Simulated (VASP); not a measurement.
# TiC in VASP: a series of runs

TiC is run at these levels: PBE; tasks: single point.

All numbers are computed with VASP 6.6.1; they aren't measurements. Logs are shortened: lines on timing, memory, paths and dates and some standing lists are left out, and cuts for length are marked.

**1. The cell of the first run**

It takes space group I4mm (No. 107, tetragonal). Conventional cell: a = 3.060 Å, b = 3.060 Å, c = 4.328 Å, α = 90.00°, β = 90.00°, γ = 90.00°. Within 2.7 Å of Ti (site symmetry 4mm) lie 6 C at 2.06 to 2.26 Å. C (site symmetry 4mm) has 6 Ti at 2.06 to 2.26 Å within 2.7 Å.

**2. Single point, PBE (atom 1 (Ti) moved by (+0.000, -0.100) A along [1 1 0] and z)**

The input, INCAR:

```
SYSTEM = TiC
PREC = Accurate
ENCUT = 520
EDIFF = 1E-7
ISMEAR = 0
SIGMA = 0.15
LREAL = .FALSE.
LASPH = .TRUE.
NELM = 80
ALGO = Normal
ISIF = 2
LWAVE = .FALSE.
LCHARG = .FALSE.
GGA = PE
NBANDS = 15
```

The input, KPOINTS:

```
regular mesh
0
G
  18 18 18
  0 0 0
```

The input, POSCAR:

```
TiC
1.0
    0.0000000000      2.1640000000      2.1640000000
    2.1640000000      0.0000000000      2.1640000000
    2.1640000000      2.1640000000      0.0000000000
Ti C
1 1
Direct
   -0.0231053604     -0.0231053604      0.0231053604
    0.5000000000      0.5000000000      0.5000000000
```

Potentials or basis: VASP PAW PBE potentials, release 64 (Ti_sv, C).

Launch:

```bash
cat potpaw_PBE.64/Ti_sv/POTCAR potpaw_PBE.64/C/POTCAR > POTCAR
mpirun -np 1 vasp_std > vasp.out
```

OUTCAR:

```text
SYSTEM = TiC
   PREC = Accurate
   ENCUT = 520
   EDIFF = 1E-7
   ISMEAR = 0
   LREAL = .FALSE.
   LASPH = .TRUE.
   NELM = 80
   ISIF = 2
   GGA = PE

 ion  position               nearest neighbor table
   1  0.977  0.977  0.023-   2 2.06   2 2.17   2 2.17   2 2.17   2 2.17   2 2.26
   2  0.500  0.500  0.500-   1 2.06   1 2.17   1 2.17   1 2.17   1 2.17   1 2.26

  LATTYP: Found a face centered cubic cell.
 ALAT       =     4.3280000000

  Lattice vectors:

 A1 = (   0.0000000000,   2.1640000000,   2.1640000000)
 A2 = (   2.1640000000,   0.0000000000,   2.1640000000)
 A3 = (   2.1640000000,   2.1640000000,   0.0000000000)

Analysis of symmetry for initial positions (statically):
=====================================================================
 Subroutine PRICEL returns:
 Original cell was already a primitive cell.

 Routine SETGRP: Setting up the symmetry group for a
 face centered cubic supercell.

 Subroutine GETGRP returns: Found  8 space group operations
 (whereof  8 operations were pure point group operations)
 out of a pool of 48 trial point group operations.

The static configuration has the point symmetry C_4v.

Analysis of symmetry for dynamics (positions and initial velocities):
=====================================================================
 Subroutine PRICEL returns:
 Original cell was already a primitive cell.

 Routine SETGRP: Setting up the symmetry group for a
 face centered cubic supercell.

 Subroutine GETGRP returns: Found  8 space group operations
 (whereof  8 operations were pure point group operations)
 out of a pool of 48 trial point group operations.

The dynamic configuration has the point symmetry C_4v.

 Subroutine INISYM returns: Found  8 space group operations
 (whereof  8 operations are pure point group operations),
 and found     1 'primitive' translations

----------------------------------------------------------------------------------------

                                     Primitive cell

  volume of cell :      20.2676

  direct lattice vectors                    reciprocal lattice vectors
     0.000000000  2.164000000  2.164000000    -0.231053604  0.231053604  0.231053604
     2.164000000  0.000000000  2.164000000     0.231053604 -0.231053604  0.231053604
     2.164000000  2.164000000  0.000000000     0.231053604  0.231053604 -0.231053604

  length of vectors
     3.060358149  3.060358149  3.060358149     0.400196582  0.400196582  0.400196582

  position of ions in fractional coordinates (direct lattice)
     0.976894640  0.976894640  0.023105360
     0.500000000  0.500000000  0.500000000

  ion indices of the primitive-cell ions
   primitive index   ion index
                 1           1
                 2           2

----------------------------------------------------------------------------------------
[... 87 lines left out ...]
   IALGO  =     38    algorithm
   IMIX   =      4    mixing-type and parameters
     AMIX     =   0.40;   BMIX     =  1.00
     AMIX_MAG =   1.60;   BMIX_MAG =  1.00
  volume/ion in A,a.u.               =      10.13        68.39
  Fermi-wavevector in a.u.,A,eV,Ry     =   1.513030  2.859212 31.147275  2.289260
  Thomas-Fermi vector in A             =   2.622876
   LORBIT       =      0    0 simple, 1 ext, 2 COOP (PROOUT), +10 PAW based schemes
   GGA     = PE    functional components
   LHFCALC =     F    Hartree Fock is set to
   AEXX    =    0.0000 exact exchange contribution
   IVDW    =     0    specifies the selected vdW correction
   LEPSILON=     F    determine dielectric tensor
   LRPA    =     F    only Hartree local field effects (RPA)
 non-spin polarized calculation
 Gauss-broadening in eV      SIGMA  =   0.15
  energy-cutoff  :      520.00
  volume of cell :       20.27
 maximum number of plane-waves:       568
   NGX = 11   NGY = 11   NGZ = 11

 number of electron      16.0000000 magnetization

 Free energy of the ion-electron system (eV)
  ---------------------------------------------------
  ext. energy  EPLUGINS =         0.00000000
  ---------------------------------------------------
  free energy    TOTEN  =       -18.66421937 eV

  energy without entropy =      -18.66120077  energy(sigma->0) =      -18.66271007

 E-fermi :   9.4817     XC(G=0): -12.7049

 val. band max:        9.4621594514   @ k =   0.1111   0.0000   0.0000
 cond. band min:       9.4927638505   @ k =   0.0000   0.3333   0.2778
 fundamental gap:      0.0306043991
 Fermi energy:         9.4817276158

 k-point     1 :       0.0000    0.0000    0.0000
  band No.  band energies     occupation
      1     -47.1392      2.00000
      2     -23.1652      2.00000
      3     -23.1652      2.00000
      4     -23.1610      2.00000
      5      -2.9586      2.00000
      6       9.8434      0.00065
      7       9.8434      0.00065
      8      10.1349      0.00000
      9      10.3011      0.00000
     10      11.1595      0.00000
     11      11.4420      0.00000
     12      11.4420      0.00000
     13      12.0618      0.00000
     14      19.9119      0.00000
[... 401 lines left out ...]
      2     -23.5855      2.00000
      3     -23.2139      2.00000
      4     -23.2087      2.00000
      5      -0.3795      2.00000
      6       4.7513      2.00000
      7       6.7829      2.00000
      8       7.0159      2.00000
      9      11.7275      0.00000
     10      12.1138      0.00000
     11      13.0298      0.00000
     12      16.4745      0.00000
     13      17.0269      0.00000
     14      19.1687      0.00000
     15      24.9922      0.00000

 [... further k-points ...]

------------------------ aborting loop because EDIFF is reached ----------------------------------------

  FORCE on cell =-STRESS in cart. coord.  units (eV):
  Direction    XX          YY          ZZ          XY          YZ          ZX
  --------------------------------------------------------------------------------------
  -------------------------------------------------------------------------------------
  Total        0.1688129      0.1688129      0.5221896      0.0000000     -0.0000000      0.0000000
  in kB       13.3448749     13.3448749     41.2797455      0.0000000     -0.0000000      0.0000000
  external PRESSURE =      22.6564984 kB  Pullay stress =       0.0000000 kB

 VOLUME and BASIS-vectors are now :
 -----------------------------------------------------------------------------
  energy-cutoff  :      520.00
  volume of cell :       20.27
      direct lattice vectors                 reciprocal lattice vectors
     0.000000000  2.164000000  2.164000000    -0.231053604  0.231053604  0.231053604
     2.164000000  0.000000000  2.164000000     0.231053604 -0.231053604  0.231053604
     2.164000000  2.164000000  0.000000000     0.231053604  0.231053604 -0.231053604

 POSITION                                       TOTAL-FORCE (eV/Angst)
 -----------------------------------------------------------------------------------
      2.16400      2.16400      4.22800         0.000000      0.000000      0.913912
      2.16400      2.16400      2.16400         0.000000      0.000000     -0.913912
 -----------------------------------------------------------------------------------
    total drift:                                0.000000      0.000000     -0.000004

  FREE ENERGIE OF THE ION-ELECTRON SYSTEM (eV)
  ---------------------------------------------------
  free  energy   TOTEN  =       -18.6642193729 eV

  energy  without entropy=      -18.6612007664  energy(sigma->0) =      -18.66271007
```

It took 3.8 min on 1 thread of Intel Xeon 8259CL, shared host; peak memory 0.26 GiB.

Results:

* Free energy: -18.6642 eV
* Pressure: 2.3 GPa
* Largest force: 0.914 eV/Å
* Band gap on the k mesh: zero (bands 8 and 9 overlap by 1.14 eV)

Forces on the atoms (eV/Å):
```
Ti   0.000  0.000  0.914
C    0.000  0.000 -0.914
```

Stress tensor (GPa, compression positive):
```
1.33 0.00 0.00
0.00 1.33 0.00
0.00 0.00 4.13
```

Caveat: the cell differs from its parent crystal (atom 1 (Ti) moved by (+0.000, -0.100) A along [1 1 0] and z).

**3. Single point, PBE (atom 1 (Ti) moved by (-0.100, +0.000) A along [1 1 0] and z)**

The input, INCAR:

```
ALGO = Normal ; EDIFF = 1E-6
ENCUT = 520 ; GGA = PE
ISIF = 2 ; ISMEAR = 0
LASPH = True ; LCHARG = False
LREAL = False ; LWAVE = False
NBANDS = 15 ; NELM = 80
PREC = Accurate ; SIGMA = 0.15
```

The input, KPOINTS:

```
k-points
0
Gamma
  18 18 18
```

POSCAR: that of step 2 with these lines changed.

```diff
@@ -8,3 +8,3 @@
 Direct
-   -0.0231053604     -0.0231053604      0.0231053604
+    0.0000000000      0.0000000000     -0.0326759141
     0.5000000000      0.5000000000      0.5000000000
```

Potentials or basis: VASP PAW PBE potentials, release 64 (Ti_sv, C).

Launch:

```bash
cat potpaw_PBE.64/Ti_sv/POTCAR potpaw_PBE.64/C/POTCAR > POTCAR
mpirun -np 1 vasp_std > vasp.out
```

Wall time 6.2 min (1 thread of Intel Xeon 8259CL, shared host); peak memory 0.37 GiB.

It converged, with:

```
Free energy            : -18.6647 eV
Pressure               : 2.2 GPa
Largest force          : 0.890 eV/Å
Band gap on the k mesh : zero (bands 8 and 9 overlap by 0.88 eV)
```

Forces on the atoms (eV/Å):
```
Ti   0.630  0.630  0.000
C   -0.630 -0.630  0.000
```

Stress tensor (GPa, compression positive):
```
 2.70 -1.02  0.00
-1.02  2.70  0.00
 0.00  0.00  1.34
```

Levels at points of the mesh, in eV from the Fermi level:
```tsv
k point	band 5	band 6	band 7	band 8	band 9	band 10	band 11	band 12
(0.00, 0.00, 0.00)	-12.44	0.34	0.37	0.65	0.92	1.43	1.96	2.27
(0.50, 0.00, 0.00)	-8.96	-5.88	-2.92	-2.88	2.87	2.88	4.06	7.34
(0.00, 0.00, 0.50)	-8.97	-5.88	-2.96	-2.93	2.87	2.89	4.09	7.69
(0.50, 0.50, 0.00)	-10.15	-3.47	-1.91	-0.16	0.23	2.79	3.48	3.49
(0.00, 0.50, 0.50)	-10.15	-3.45	-1.80	-0.11	0.08	2.74	3.48	3.49
```

Caveat: the cell differs from its parent crystal (atom 1 (Ti) moved by (-0.100, +0.000) A along [1 1 0] and z).

The gap in the log of VASP goes by the Fermi energy; the results here count the filled bands.